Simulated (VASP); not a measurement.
# Li4Si (P4_2/mcm) in VASP: single point with PBE

Aim: the single point of Li4Si with PBE.

Program: VASP 6.6.1. These are calculated values, not measurements. Logs are shortened: lines on timing, memory, paths and dates and some standing lists are left out, and cuts for length are marked.

### 1 The cell of the first run

The structure is tetragonal, space group P4_2/mcm (No. 132). Conventional cell: a = 4.621 Å, b = 4.621 Å, c = 6.848 Å, α = 90.00°, β = 90.00°, γ = 90.00°. Within 2.5 Å of Li (site symmetry m) lie 1 Si at 1.85 Å and 3 Li at 2.29 to 2.41 Å. Within 2.5 Å of Si (site symmetry -42m) lie 4 Li at 1.85 Å.

The cell was generated, and may not be a known phase.

### 2 Single point, PBE

INCAR

```
SYSTEM = Li4Si
ALGO     = Normal         ! electronic algorithm
EDIFF    = 1E-6           ! SCF threshold, eV
ENCUT    = 520            ! plane-wave cutoff, eV
GGA      = PE             ! functional
ISIF     = 2              ! what is computed and relaxed
ISMEAR   = 0              ! smearing method
LASPH    = .TRUE.         ! aspherical terms in the spheres
LCHARG   = .TRUE.         ! write CHGCAR
LELF     = .TRUE.         ! ELF
LREAL    = .FALSE.        ! projectors in reciprocal space
LVHAR    = .TRUE.       
LWAVE    = .FALSE.        ! write WAVECAR
NBANDS   = 27             ! bands
NELM     = 60             ! most SCF steps
PREC     = Accurate       ! precision mode
SIGMA    = 0.1            ! smearing width, eV
```

KPOINTS

```
k-points
0
G
  4 4 4
  0 0 0
```

POSCAR

```
Li4Si
1.0
    4.6209888100      0.0000000000      0.0000000000
    0.0000000000      4.6209888100      0.0000000000
    0.0000000000      0.0000000000      6.8482176200
Li Si
8 2
Direct
    0.2700730700      0.2700730700      0.1671627200
    0.7299269300      0.7299269300      0.1671627200
    0.7299269300      0.2700730700      0.6671627200
    0.2700730700      0.7299269300      0.6671627200
    0.7299269300      0.2700730700      0.3328372800
    0.2700730700      0.7299269300      0.3328372800
    0.2700730700      0.2700730700      0.8328372800
    0.7299269300      0.7299269300      0.8328372800
    0.0000000000      0.0000000000      0.2500000000
    0.0000000000      0.0000000000      0.7500000000
```

Potentials or basis: VASP PAW PBE potentials, release 64 (Li_sv, Si).

Started as:

```console
cat potpaw_PBE.64/Li_sv/POTCAR potpaw_PBE.64/Si/POTCAR > POTCAR
mpirun -np 1 vasp_std > vasp.out
```

OUTCAR:

```text
SYSTEM = Li4Si
   EDIFF = 1E-6
   ENCUT = 520
   GGA = PE
   ISIF = 2
   ISMEAR = 0
   LASPH = .TRUE.
   LREAL = .FALSE.
   NELM = 60
   PREC = Accurate

 ion  position               nearest neighbor table
   1  0.270  0.270  0.167-   9 1.85   7 2.29   5 2.41   6 2.41
   2  0.730  0.730  0.167-   9 1.85   8 2.29   5 2.41   6 2.41
   3  0.730  0.270  0.667-  10 1.85   5 2.29   8 2.41   7 2.41
   4  0.270  0.730  0.667-  10 1.85   6 2.29   8 2.41   7 2.41
   5  0.730  0.270  0.333-   9 1.85   3 2.29   1 2.41   2 2.41
   6  0.270  0.730  0.333-   9 1.85   4 2.29   1 2.41   2 2.41
   7  0.270  0.270  0.833-  10 1.85   1 2.29   4 2.41   3 2.41
   8  0.730  0.730  0.833-  10 1.85   2 2.29   4 2.41   3 2.41
   9  0.000  0.000  0.250-   1 1.85   2 1.85   5 1.85   6 1.85
  10  0.000  0.000  0.750-   3 1.85   4 1.85   7 1.85   8 1.85

  LATTYP: Found a simple tetragonal cell.
 ALAT       =     4.6209888100
 C/A-ratio  =     1.4819810005

  Lattice vectors:

 A1 = (   4.6209888100,   0.0000000000,   0.0000000000)
 A2 = (   0.0000000000,   4.6209888100,   0.0000000000)
 A3 = (   0.0000000000,   0.0000000000,   6.8482176200)

Analysis of symmetry for initial positions (statically):
=====================================================================
 Subroutine PRICEL returns:
 Original cell was already a primitive cell.

 Routine SETGRP: Setting up the symmetry group for a
 simple tetragonal supercell.

 Subroutine GETGRP returns: Found 16 space group operations
 (whereof  8 operations were pure point group operations)
 out of a pool of 16 trial point group operations.

The static configuration has the point symmetry D_2h.
 The point group associated with its full space group is D_4h.

Analysis of symmetry for dynamics (positions and initial velocities):
=====================================================================
 Subroutine PRICEL returns:
 Original cell was already a primitive cell.

 Routine SETGRP: Setting up the symmetry group for a
 simple tetragonal supercell.

 Subroutine GETGRP returns: Found 16 space group operations
 (whereof  8 operations were pure point group operations)
 out of a pool of 16 trial point group operations.

The dynamic configuration has the point symmetry D_2h.
 The point group associated with its full space group is D_4h.

 Subroutine INISYM returns: Found 16 space group operations
 (whereof  8 operations are pure point group operations),
 and found     1 'primitive' translations

----------------------------------------------------------------------------------------

                                     Primitive cell

  volume of cell :     146.2337

  direct lattice vectors                    reciprocal lattice vectors
     4.620988810  0.000000000  0.000000000     0.216403900  0.000000000  0.000000000
     0.000000000  4.620988810  0.000000000     0.000000000  0.216403900  0.000000000
     0.000000000  0.000000000  6.848217620     0.000000000  0.000000000  0.146023397

  length of vectors
     4.620988810  4.620988810  6.848217620     0.216403900  0.216403900  0.146023397

  position of ions in fractional coordinates (direct lattice)
     0.270073070  0.270073070  0.167162720
     0.729926930  0.729926930  0.167162720
     0.729926930  0.270073070  0.667162720
     0.270073070  0.729926930  0.667162720
     0.729926930  0.270073070  0.332837280
     0.270073070  0.729926930  0.332837280
     0.270073070  0.270073070  0.832837280
     0.729926930  0.729926930  0.832837280
     0.000000000  0.000000000  0.250000000
     0.000000000  0.000000000  0.750000000

  ion indices of the primitive-cell ions
   primitive index   ion index
                 1           1
                 2           2
                 3           3
                 4           4
                 5           5
                 6           6
                 7           7
                 8           8
                 9           9
                10          10

----------------------------------------------------------------------------------------

 KPOINTS: k-points

Automatic generation of k-mesh.
 Grid dimensions read from file:
 generate k-points for:    4    4    4

 Generating k-lattice:

  Cartesian coordinates                     Fractional coordinates (reciprocal lattice)
     0.054100975  0.000000000  0.000000000     0.250000000  0.000000000  0.000000000
     0.000000000  0.054100975  0.000000000     0.000000000  0.250000000  0.000000000
     0.000000000  0.000000000  0.036505849     0.000000000  0.000000000  0.250000000

  Length of vectors
     0.054100975  0.054100975  0.036505849

  Shift w.r.t. Gamma in fractional coordinates (k-lattice)
     0.000000000  0.000000000  0.000000000

 Subroutine IBZKPT returns following result:
 ===========================================

 Found     18 irreducible k-points:

 Following reciprocal coordinates:
            Coordinates               Weight
  0.000000  0.000000  0.000000      1.000000
  0.250000  0.000000  0.000000      4.000000
  0.500000  0.000000  0.000000      2.000000
  0.250000  0.250000  0.000000      4.000000
  0.500000  0.250000  0.000000      4.000000
  0.500000  0.500000  0.000000      1.000000
[... 10 lines left out ...]
  0.500000  0.250000  0.500000      4.000000
  0.500000  0.500000  0.500000      1.000000
   k-points           NKPTS =     18   k-points in BZ     NKDIM =     18   number of bands    NBANDS=     27
   number of dos      NEDOS =    301   number of ions     NIONS =     10
   total plane-waves  NPLWV =  69984
   dimension x,y,z NGX =    36 NGY =   36 NGZ =   54
   dimension x,y,z NGXF=    72 NGYF=   72 NGZF=  108
   ions per type =               8   2
   NGX,Y,Z   is equivalent  to a cutoff of  12.95, 12.95, 13.11 a.u.
   NGXF,Y,Z  is equivalent  to a cutoff of  25.90, 25.90, 26.22 a.u.
 SYSTEM =  Li4Si
   PREC   = accura    normal or accurate (medium, high low for compatibility)
   ISTART =      0    job   : 0-new  1-cont  2-samecut
   ICHARG =      2    charge: 1-file 2-atom 10-const
   ISPIN  =      1    spin polarized calculation?
   LNONCOLLINEAR =      F non collinear calculations
   LSORBIT =      F    spin-orbit coupling
   LASPH  =      T    aspherical Exc in radial PAW
   ENCUT  =  520.0 eV  38.22 Ry    6.18 a.u.   8.59  8.59 12.73*2*pi/ulx,y,z
   NELM   =     60;   NELMIN=  2; NELMDL= -5     # of ELM steps
   EDIFF  = 0.1E-05   stopping-criterion for ELM
   LREAL  =      F    real-space projection
[... 7 lines left out ...]
   TEBEG  =    0.0;   TEEND  =   0.0 temperature during run
   PSTRESS=    0.0 pullay stress
   NELECT =      32.0000    total number of electrons
   NUPDOWN=      -1.0000    fix difference up-down
   EMIN   =  10.00;   EMAX   =-10.00  energy-range for DOS
   EFERMI =   0.00;   METHOD = LEGACY
   ISMEAR =     0;   SIGMA  =   0.10  broadening in eV -4-tet -1-fermi 0-gaus
   EFERMI_NEDOS =   21; number of points for ismear=-14 and -15
   IALGO  =     38    algorithm
   IMIX   =      4    mixing-type and parameters
     AMIX     =   0.40;   BMIX     =  1.00
     AMIX_MAG =   1.60;   BMIX_MAG =  1.00
  volume/ion in A,a.u.               =      14.62        98.68
  Fermi-wavevector in a.u.,A,eV,Ry     =   0.986527  1.864266 13.241676  0.973236
  Thomas-Fermi vector in A             =   2.117914
   LORBIT       =      0    0 simple, 1 ext, 2 COOP (PROOUT), +10 PAW based schemes
   GGA     = PE    functional components
   LHFCALC =     F    Hartree Fock is set to
   AEXX    =    0.0000 exact exchange contribution
   IVDW    =     0    specifies the selected vdW correction
   LEPSILON=     F    determine dielectric tensor
   LRPA    =     F    only Hartree local field effects (RPA)
 non-spin polarized calculation
 Gauss-broadening in eV      SIGMA  =   0.10
  energy-cutoff  :      520.00
  volume of cell :      146.23
 maximum number of plane-waves:      3966
 NGX is ok and might be reduce to    36
   NGX = 17   NGY = 17   NGZ = 25

 number of electron      32.0000031 magnetization

 Free energy of the ion-electron system (eV)
  ---------------------------------------------------
  ext. energy  EPLUGINS =         0.00000000
  ---------------------------------------------------
  free energy    TOTEN  =       -11.86136288 eV

  energy without entropy =      -11.83448823  energy(sigma->0) =      -11.84792556

 E-fermi :   2.9269     XC(G=0):  -8.3340

 val. band max:        2.9250827152   @ k =   0.2500   0.0000   0.2500
 cond. band min:       2.9791623448   @ k =   0.0000   0.0000   0.2500
 fundamental gap:      0.0540796296
 Fermi energy:         2.9268961592

 k-point     1 :       0.0000    0.0000    0.0000
  band No.  band energies     occupation
      1     -43.7071      2.00000
      2     -43.6517      2.00000
      3     -43.6488      2.00000
      4     -43.6488      2.00000
      5     -43.6095      2.00000
      6     -43.5947      2.00000
[... 19 lines left out ...]
     26       8.2514      0.00000
     27       8.2514      0.00000

 k-point     2 :       0.2500    0.0000    0.0000
  band No.  band energies     occupation
      1     -43.7001      2.00000
      2     -43.6559      2.00000
      3     -43.6449      2.00000
      4     -43.6446      2.00000
      5     -43.6138      2.00000
      6     -43.6016      2.00000
[... 19 lines left out ...]
     26       8.1580      0.00000
     27       9.1883      0.00000

 k-point     3 :       0.5000    0.0000    0.0000
  band No.  band energies     occupation
      1     -43.6892      2.00000
      2     -43.6668      2.00000
      3     -43.6386      2.00000
      4     -43.6344      2.00000
      5     -43.6200      2.00000
      6     -43.6123      2.00000
[... 19 lines left out ...]
     26       8.2861      0.00000
     27       8.6884      0.00000

 k-point     4 :       0.2500    0.2500    0.0000
  band No.  band energies     occupation
      1     -43.6936      2.00000
      2     -43.6519      2.00000
      3     -43.6504      2.00000
      4     -43.6385      2.00000
      5     -43.6186      2.00000
      6     -43.5975      2.00000
[... 19 lines left out ...]
     26       8.7724      0.00000
     27       9.0907      0.00000
[... 336 lines left out ...]
      4     -43.6504      2.00000
      5     -43.5975      2.00000
      6     -43.5961      2.00000
[... 19 lines left out ...]
     26       7.9090      0.00000
     27       9.4908      0.00000

 k-point    17 :       0.5000    0.2500    0.5000
  band No.  band energies     occupation
      1     -43.6672      2.00000
      2     -43.6672      2.00000
      3     -43.6537      2.00000
      4     -43.6537      2.00000
      5     -43.5968      2.00000
      6     -43.5968      2.00000
[... 19 lines left out ...]
     26       8.0882      0.00000
     27       9.8686      0.00000

 k-point    18 :       0.5000    0.5000    0.5000
  band No.  band energies     occupation
      1     -43.6620      2.00000
      2     -43.6620      2.00000
      3     -43.6519      2.00000
      4     -43.6519      2.00000
      5     -43.5975      2.00000
      6     -43.5975      2.00000
[... 19 lines left out ...]
     26       8.1224      0.00000
     27      10.0693      0.00000

------------------------ aborting loop because EDIFF is reached ----------------------------------------

  FORCE on cell =-STRESS in cart. coord.  units (eV):
  Direction    XX          YY          ZZ          XY          YZ          ZX
  --------------------------------------------------------------------------------------
  -------------------------------------------------------------------------------------
  Total       36.2015089     36.2015089     10.4966361     -0.0000000      0.0000000      0.0000000
  in kB      396.6339354    396.6339354    115.0041040     -0.0000000      0.0000000      0.0000000
  external PRESSURE =     302.7573249 kB  Pullay stress =       0.0000000 kB

 VOLUME and BASIS-vectors are now :
 -----------------------------------------------------------------------------
  energy-cutoff  :      520.00
  volume of cell :      146.23
      direct lattice vectors                 reciprocal lattice vectors
     4.620988810  0.000000000  0.000000000     0.216403900  0.000000000  0.000000000
     0.000000000  4.620988810  0.000000000     0.000000000  0.216403900  0.000000000
     0.000000000  0.000000000  6.848217620     0.000000000  0.000000000  0.146023397

 POSITION                                       TOTAL-FORCE (eV/Angst)
 -----------------------------------------------------------------------------------
      1.24800      1.24800      1.14477         3.169446      3.169446     -1.664809
      3.37298      3.37298      1.14477        -3.169446     -3.169446     -1.664809
      3.37298      1.24800      4.56888        -3.169446      3.169446     -1.664809
      1.24800      3.37298      4.56888         3.169446     -3.169446     -1.664809
      3.37298      1.24800      2.27934        -3.169446      3.169446      1.664809
      1.24800      3.37298      2.27934         3.169446     -3.169446      1.664809
      1.24800      1.24800      5.70345         3.169446      3.169446      1.664809
      3.37298      3.37298      5.70345        -3.169446     -3.169446      1.664809
      0.00000      0.00000      1.71205        -0.000000      0.000000      0.000000
      0.00000      0.00000      5.13616        -0.000000      0.000000     -0.000000
 -----------------------------------------------------------------------------------
    total drift:                                0.000000      0.000000     -0.000000

  FREE ENERGIE OF THE ION-ELECTRON SYSTEM (eV)
  ---------------------------------------------------
  free  energy   TOTEN  =       -11.8613628824 eV

  energy  without entropy=      -11.8344882277  energy(sigma->0) =      -11.84792556
```

Run time: 56 s. Hardware: 1 thread of Intel Xeon Platinum 8259CL at 2.50GHz (Skylake/Cascade Lake), shared host; peak memory 0.26 GiB.

Results:

| Item | Value |
| --- | --- |
| Free energy | -11.8614 eV |
| Largest force | 4.781 eV/Å |
| Band gap on the k mesh | zero (bands 16 and 17 overlap by 0.46 eV) |

Forces in eV/Å, atoms in the order of the input:
```
Li   3.169  3.169 -1.665
Li  -3.169 -3.169 -1.665
Li  -3.169  3.169 -1.665
Li   3.169 -3.169 -1.665
Li  -3.169  3.169  1.665
Li   3.169 -3.169  1.665
Li   3.169  3.169  1.665
Li  -3.169 -3.169  1.665
Si   0.000  0.000  0.000
Si   0.000  0.000  0.000
```

Caveat: the cutoff is under 1.25 times the usual one of these potentials, so pressure, stress and relaxed cells hold a basis-set (Pulay) error; forces of over 1 eV/Å act on the atoms, so gaps and moduli don't describe the material at rest.

The gap in the log of VASP goes by the Fermi energy; the results here count the filled bands.